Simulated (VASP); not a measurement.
# Zn8O7 (a cell with a defect) in VASP: a series of runs, part 2 of 2

VASP 6.6.1.

### 4 Relaxation of the atoms, PBE

File INCAR:

```
PREC = Accurate
ENCUT = 520
EDIFF = 1E-6
ISMEAR = 0
SIGMA = 0.01
LREAL = Auto
LASPH = T
NELM = 100
ALGO = Normal
ISIF = 2
LWAVE = F
LCHARG = F
GGA = PE
IBRION = 2
NSW = 65
EDIFFG = -0.025
```

File KPOINTS:

```
Automatic mesh
0
Gamma
  1 1 1
```

File POSCAR:

```
Zn8O7
1.0
    0.0000000000      0.0000000000      5.2932331742
    6.5587815588     -0.0000000001      0.0000000000
   -3.2793907794      5.6800714478      0.0000000000
Zn O
8 7
Direct
    0.5006044116      0.3333333333      0.1666666667
    0.5006044116      0.3333333333      0.6666666667
    0.5006044116      0.8333333333      0.1666666667
    0.5006044116      0.8333333333      0.6666666667
    0.0006044116      0.1666666667      0.3333333333
    0.0006044116      0.1666666667      0.8333333333
    0.0006044116      0.6666666667      0.3333333333
    0.0006044116      0.6666666667      0.8333333333
    0.8797055884      0.3333333333      0.6666666667
    0.8797055884      0.8333333333      0.1666666667
    0.8797055884      0.8333333333      0.6666666667
    0.3797055884      0.1666666667      0.3333333333
    0.3797055884      0.1666666667      0.8333333333
    0.3797055884      0.6666666667      0.3333333333
    0.3797055884      0.6666666667      0.8333333333
```

The run is started by

```console
$ cat potpaw_PBE.64/Zn/POTCAR potpaw_PBE.64/O/POTCAR > POTCAR
$ mpirun -np 1 vasp_gam > vasp.out
```

Wall time 4.3 min (1 thread of Intel Xeon 6975P-C (Granite Rapids), shared host); peak memory 0.3 GiB.

It converged, with:

* Free energy: -63.5987 eV
* Energy gained by relaxing: 13.8 meV/atom
* Ionic steps: 13
* Pressure after relaxing: -4.4 GPa
* Largest force after relaxing: 0.019 eV/Å
* Band gap on the k mesh: 2.76 eV

Forces on the atoms (eV/Å):
```
Zn   0.000  0.000 -0.009
Zn   0.006  0.003 -0.008
Zn   0.000 -0.007 -0.008
Zn  -0.006  0.003 -0.008
Zn   0.008 -0.005  0.005
Zn   0.000  0.009  0.005
Zn  -0.008 -0.005  0.005
Zn   0.000  0.000 -0.016
O   -0.004 -0.002  0.010
O    0.000  0.005  0.010
O    0.004 -0.002  0.010
O   -0.002  0.001  0.007
O    0.000 -0.002  0.007
O    0.002  0.001  0.007
O    0.000  0.000 -0.019
```

Stress tensor (GPa, compression positive):
```
 -1.61   0.00   0.00
  0.00  -1.61   0.00
  0.00   0.00 -10.09
```

The path:
```
step  energy change (eV)  largest force (eV/Å)  pressure (GPa)
   1              0.0000                0.6326           -1.04
   2             -0.0772                0.5348           -1.51
   3             -0.1007                0.6257           -1.84
   4             -0.1552                0.4883           -2.75
   5             -0.1899                0.1673           -4.29
   6             -0.1901                0.1909           -4.17
   7             -0.1994                0.0999           -4.39
   8             -0.2006                0.1055           -4.51
   9             -0.2043                0.0622           -4.47
  10             -0.2048                0.0484           -4.46
  11             -0.2060                0.0433           -4.45
  12             -0.2061                0.0441           -4.44
  13             -0.2064                0.0189           -4.44
```

Final structure:
```cif
data_structure
_symmetry_space_group_name_H-M 'P 1'
_symmetry_Int_Tables_number 1
_cell_length_a 5.2932
_cell_length_b 6.5588
_cell_length_c 6.5588
_cell_angle_alpha 120.000
_cell_angle_beta 90.000
_cell_angle_gamma 90.000
_cell_volume 197.20
loop_
_atom_site_label
_atom_site_type_symbol
_atom_site_fract_x
_atom_site_fract_y
_atom_site_fract_z
_atom_site_occupancy
Zn1 Zn 0.54528 0.33333 0.16667 1
Zn2 Zn 0.49575 0.33113 0.66557 1
Zn3 Zn 0.49575 0.83443 0.16887 1
Zn4 Zn 0.49575 0.83443 0.66557 1
Zn5 Zn 0.99569 0.17441 0.32559 1
Zn6 Zn 0.99569 0.17441 0.84881 1
Zn7 Zn 0.99569 0.65119 0.32559 1
Zn8 Zn 0.00110 0.66667 0.83333 1
O1 O 0.87925 0.32872 0.66436 1
O2 O 0.87925 0.83564 0.17128 1
O3 O 0.87925 0.83564 0.66436 1
O4 O 0.37504 0.17426 0.32574 1
O5 O 0.37504 0.17426 0.84853 1
O6 O 0.37504 0.65147 0.32574 1
O7 O 0.37917 0.66667 0.83333 1
```

Levels at points of the mesh, in eV from the valence-band top:
| k point | band 67 | band 68 | band 69 | band 70 | band 71 | band 72 |
| --- | --- | --- | --- | --- | --- | --- |
| (0.00, 0.00, 0.00) | -0.29 | 0.00 | 0.00 | 2.76 | 4.44 | 4.44 |

Caveat: the k points lie up to 1.19 Å⁻¹ apart.

### 5 Relaxation of the atoms, PBE

File INCAR:

```
  ALGO = Normal
  EDIFF = 1E-6
  EDIFFG = -0.025
  ENCUT = 520
  GGA = PE
  IBRION = 2
  ISIF = 2
  ISMEAR = 0
  LASPH = T
  LCHARG = F
  LREAL = Auto
  LWAVE = F
  NELECT = 136.0
  NELM = 100
  NSW = 65
  PREC = Accurate
  SIGMA = 0.01
```

File KPOINTS:

```
k-points
0
Gamma
  1 1 1
```

File POSCAR:

```
Zn8O7
1.0
    0.0000000000      0.0000000000      5.2932331742
    6.5587815588     -0.0000000001      0.0000000000
   -3.2793907794      5.6800714478      0.0000000000
Zn O
8 7
Direct
    0.5409333493      0.3333333333      0.1666666667
    0.4984411749      0.3300477741      0.6650238870
    0.4984411749      0.8349761130      0.1699522259
    0.4984411749      0.8349761130      0.6650238870
   -0.0045483734      0.1736983003      0.3263016997
   -0.0045483734      0.1736983003      0.8473966006
   -0.0045483734      0.6526033994      0.3263016997
   -0.0019810440      0.6666666667      0.8333333333
    0.8780524161      0.3302135168      0.6651067584
    0.8780524161      0.8348932416      0.1697864832
    0.8780524161      0.8348932416      0.6651067584
    0.3771748587      0.1730131647      0.3269868353
    0.3771748587      0.1730131647      0.8460263294
    0.3771748587      0.6539736706      0.3269868353
    0.3764618776      0.6666666667      0.8333333333
```

The run is started by

```console
$ cat potpaw_PBE.64/Zn/POTCAR potpaw_PBE.64/O/POTCAR > POTCAR
$ mpirun -np 1 vasp_gam > vasp.out
```

It took 86 s on 1 thread of Intel Xeon 6975P-C (Granite Rapids), shared host; peak memory 0.3 GiB.

The run converged. Its results:

| Property | Result |
| --- | --- |
| Free energy | -64.0912 eV |
| Energy gained by relaxing | 0.3 meV/atom |
| Ionic steps | 5 |
| Largest force after relaxing | 0.015 eV/Å |

Forces in eV/Å, atoms in the order of the input:
```
Zn   0.000  0.000  0.001
Zn   0.008  0.005 -0.004
Zn   0.000 -0.010 -0.004
Zn  -0.008  0.005 -0.004
Zn   0.009 -0.005 -0.001
Zn   0.000  0.010 -0.001
Zn  -0.009 -0.005 -0.001
Zn   0.000  0.000  0.003
O   -0.004 -0.002  0.002
O    0.000  0.004  0.002
O    0.004 -0.002  0.002
O    0.004 -0.002  0.007
O    0.000  0.005  0.007
O   -0.004 -0.002  0.007
O    0.000  0.000 -0.015
```

Step by step:
| step | energy change (eV) | largest force (eV/Å) | pressure (GPa) |
| --- | --- | --- | --- |
| 1 | 0.0000 | 0.1507 | -16.11 |
| 2 | -0.0039 | 0.0438 | -16.16 |
| 3 | -0.0044 | 0.0328 | -16.16 |
| 4 | -0.0044 | 0.0329 | -16.16 |
| 5 | -0.0046 | 0.0155 | -16.17 |

Final structure:
```
CELL_PARAMETERS angstrom
0.00000 0.00000 5.29323
6.55878 0.00000 0.00000
-3.27939 5.68007 0.00000
ATOMIC_POSITIONS crystal
Zn 0.54114 0.33333 0.16667
Zn 0.49899 0.32973 0.66487
Zn 0.49899 0.83513 0.17027
Zn 0.49899 0.83513 0.66487
Zn 0.99495 0.17417 0.32583
Zn 0.99495 0.17417 0.84834
Zn 0.99495 0.65166 0.32583
Zn 0.99827 0.66667 0.83333
O 0.87699 0.33187 0.66594
O 0.87699 0.83406 0.16813
O 0.87699 0.83406 0.66594
O 0.37843 0.17270 0.32730
O 0.37843 0.17270 0.84540
O 0.37843 0.65460 0.32730
O 0.37528 0.66667 0.83333
```

Levels at points of the mesh, in eV from the Fermi level:
```
           k point  band 65  band 66  band 67  band 68  band 69  band 70  band 71  band 72  band 73  band 74
(0.00, 0.00, 0.00)    -0.41    -0.41    -0.07     0.00     0.00     3.39     5.10     5.10     5.59     6.29
```

Caveat: the k points lie up to 1.19 Å⁻¹ apart; the cell carries a net charge on a neutralising background, which shifts energy and pressure; the cell is charged against a uniform background, so pressure and absolute levels hang on convention.

### 6 Relaxation of the atoms, PBE, collinear spin

File INCAR:

```
PREC = Accurate
ENCUT = 520
EDIFF = 1E-6
ISMEAR = 0
SIGMA = 0.01
LREAL = Auto
LASPH = T
NELM = 150
ALGO = Normal
ISIF = 2
LWAVE = F
LCHARG = F
ISPIN = 2
MAGMOM = 0.25 0 0 0 0.25 0.25 0.25 0 0 0 0 0 0 0 0
LORBIT = 11
GGA = PE
IBRION = 2
NSW = 65
EDIFFG = -0.025
NELECT = 137.0
```

File KPOINTS:

```
Automatic mesh
0
Gamma
  1 1 1
```

File POSCAR:

```
Zn8O7
1.0
    0.0000000000      0.0000000000      5.2932331742
    6.5587815588     -0.0000000001      0.0000000000
   -3.2793907794      5.6800714478      0.0000000000
Zn O
8 7
Direct
    0.5416391412      0.3333333333      0.1666666667
    0.4960862778      0.3316739868      0.6658369934
    0.4960862778      0.8341630066      0.1683260132
    0.4960862778      0.8341630066      0.6658369934
   -0.0035332304      0.1737552014      0.3262447986
   -0.0035332304      0.1737552014      0.8475104027
   -0.0035332304      0.6524895973      0.3262447986
    0.0003600042      0.6666666667      0.8333333333
    0.8796171666      0.3287029162      0.6643514581
    0.8796171666      0.8356485419      0.1712970838
    0.8796171666      0.8356485419      0.6643514581
    0.3752786612      0.1738900394      0.3261099606
    0.3752786612      0.1738900394      0.8477800789
    0.3752786612      0.6522199211      0.3261099606
    0.3784286408      0.6666666667      0.8333333333
```

Potentials or basis: VASP PAW PBE potentials, release 64 (Zn, O).

The run is started by

```console
$ cat potpaw_PBE.64/Zn/POTCAR potpaw_PBE.64/O/POTCAR > POTCAR
$ mpirun -np 1 vasp_gam > vasp.out
```

OUTCAR:

```text
PREC = Accurate
   ENCUT = 520
   EDIFF = 1E-6
   ISMEAR = 0
   LREAL = Auto
   LASPH = T
   NELM = 150
   ISIF = 2
   ISPIN = 2
   LORBIT = 11
   GGA = PE
   IBRION = 2
   NSW = 65
   EDIFFG = -0.025
   NELECT = 137.0

 ion  position               nearest neighbor table
   1  0.542  0.333  0.167-  14 2.01  13 2.01  12 2.01   5 3.01   7 3.01   6 3.01
   2  0.496  0.332  0.666-  15 2.00   9 2.03  12 2.03  13 2.03
   3  0.496  0.834  0.168-  15 2.00  10 2.03  12 2.03  14 2.03
   4  0.496  0.834  0.666-  15 2.00  11 2.03  13 2.03  14 2.03
   5  0.996  0.174  0.326-  12 2.01  10 2.02   9 2.02   1 3.01
   6  0.996  0.174  0.848-  13 2.01   9 2.02  11 2.02   1 3.01
   7  0.996  0.652  0.326-  14 2.01  10 2.02  11 2.02   1 3.01
   8  0.000  0.667  0.833-  15 2.00  11 2.02   9 2.02  10 2.02
   9  0.880  0.329  0.664-   6 2.02   5 2.02   8 2.02   2 2.03
  10  0.880  0.836  0.171-   7 2.02   5 2.02   8 2.02   3 2.03
  11  0.880  0.836  0.664-   6 2.02   7 2.02   8 2.02   4 2.03
[... 639 lines left out ...]

 reached required accuracy - stopping structural energy minimisation

 total charge

# of ion       s       p       d       tot
------------------------------------------
    1        0.452   0.377   9.820  10.648
    2        0.421   0.433   9.840  10.694
    3        0.421   0.433   9.840  10.694
    4        0.421   0.433   9.840  10.694
    5        0.489   0.367   9.804  10.660
    6        0.489   0.367   9.804  10.660
    7        0.489   0.367   9.804  10.660
    8        0.421   0.439   9.848  10.709
    9        1.561   3.387   0.000   4.948
   10        1.561   3.387   0.000   4.948
   11        1.561   3.387   0.000   4.948
   12        1.557   3.395   0.000   4.951
   13        1.557   3.395   0.000   4.951
   14        1.557   3.395   0.000   4.951
   15        1.547   3.406   0.000   4.953
--------------------------------------------------
tot         14.502  26.969  78.599 120.070

 magnetization (x)

# of ion       s       p       d       tot
------------------------------------------
    1       -0.003  -0.001   0.018   0.014
    2       -0.005   0.000   0.045   0.040
    3       -0.005   0.000   0.045   0.040
    4       -0.005   0.000   0.045   0.040
    5       -0.002  -0.001   0.010   0.007
    6       -0.002  -0.001   0.010   0.007
    7       -0.002  -0.001   0.010   0.007
    8       -0.005   0.001   0.040   0.036
    9        0.001   0.069   0.000   0.070
   10        0.001   0.069   0.000   0.070
   11        0.001   0.069   0.000   0.070
   12        0.002   0.103   0.000   0.105
   13        0.002   0.103   0.000   0.105
   14        0.002   0.103   0.000   0.105
   15        0.003   0.190   0.000   0.193
--------------------------------------------------
tot         -0.018   0.704   0.224   0.911
```

OSZICAR:

```text
N       E                     dE             d eps       ncg     rms          rms(c)
DAV:   1     0.205939585892E+04    0.20594E+04   -0.69569E+04   348   0.271E+03
DAV:   2     0.387234895750E+03   -0.16722E+04   -0.15856E+04   332   0.740E+02
[... 42 lines left out ...]
DAV:   1    -0.640405975753E+02   -0.38753E-04   -0.15645E-01   332   0.162E+00    0.676E-02
DAV:   2    -0.640409532022E+02   -0.35563E-03   -0.38610E-03   354   0.270E-01    0.436E-02
DAV:   3    -0.640409427719E+02    0.10430E-04   -0.58823E-05   400   0.676E-02    0.299E-02
DAV:   4    -0.640409371722E+02    0.55997E-05   -0.18135E-05   450   0.759E-02    0.181E-02
DAV:   5    -0.640409361291E+02    0.10431E-05   -0.17979E-05   364   0.229E-02    0.673E-03
DAV:   6    -0.640409362037E+02   -0.74557E-07   -0.53834E-06   308   0.175E-02
   5 F= -.64040936E+02 E0= -.64038115E+02  d E =-.377509E-03  mag=     1.0000
```

Run time: 3.2 min. Hardware: 1 thread of Intel Xeon 6975P-C (Granite Rapids), shared host; peak memory 0.36 GiB.

What came out:

```
Free energy                                           : -64.0409 eV
Energy gained by relaxing                             : 1.0 meV/atom
Ionic steps                                           : 5
Largest force after relaxing                          : 0.023 eV/Å
Net moment                                            : 1.00 μB per cell
Site moments                                          : Zn +0.01, +0.04; O +0.07, +0.10, +0.19 μB
Valence electrons inside the program's atomic spheres : Zn 10.65, 10.69, 10.66, 10.71; O 4.95
```

Forces in eV/Å, atoms in the order of the input:
```
Zn   0.000  0.000  0.021
Zn   0.006  0.003  0.000
Zn   0.000 -0.006  0.000
Zn  -0.006  0.003  0.000
Zn   0.011 -0.006 -0.004
Zn   0.000  0.013 -0.004
Zn  -0.011 -0.006 -0.004
Zn   0.000  0.000 -0.009
O   -0.010 -0.006  0.004
O    0.000  0.012  0.004
O    0.010 -0.006  0.004
O    0.006 -0.004  0.003
O    0.000  0.007  0.003
O   -0.006 -0.004  0.003
O    0.000  0.000 -0.023
```

Step by step:
| step | energy change (eV) | largest force (eV/Å) | pressure (GPa) |
| --- | --- | --- | --- |
| 1 | 0.0000 | 0.2333 | -10.23 |
| 2 | -0.0137 | 0.0634 | -10.24 |
| 3 | -0.0147 | 0.0405 | -10.26 |
| 4 | -0.0147 | 0.0406 | -10.27 |
| 5 | -0.0151 | 0.0229 | -10.30 |

Final structure:
```xyz
15
Lattice="0.0000 0.0000 5.2932 6.5588 0.0000 0.0000 -3.2794 5.6801 0.0000" Properties=species:S:1:pos:R:3 pbc="T T T"
Zn    1.6397    0.9467    2.8750
Zn   -0.0181    3.7763    2.6368
Zn    4.9191    0.9676    2.6368
Zn    3.2975    3.7763    2.6368
Zn    0.0742    1.8505    5.2663
Zn   -1.6397    4.8191    5.2663
Zn    3.2052    1.8505    5.2663
Zn    1.6397    4.7334    5.2855
O    -0.0150    3.7781    4.6475
O     4.9191    0.9640    4.6475
O     3.2943    3.7781    4.6475
O     0.0644    1.8562    1.9949
O    -1.6397    4.8077    1.9949
O     3.2150    1.8562    1.9949
O     1.6397    4.7334    1.9971
```

Caveat: the k points lie up to 1.19 Å⁻¹ apart; the cell carries a net charge on a neutralising background, which shifts energy and pressure; the cell is charged against a uniform background, so pressure and absolute levels hang on convention.
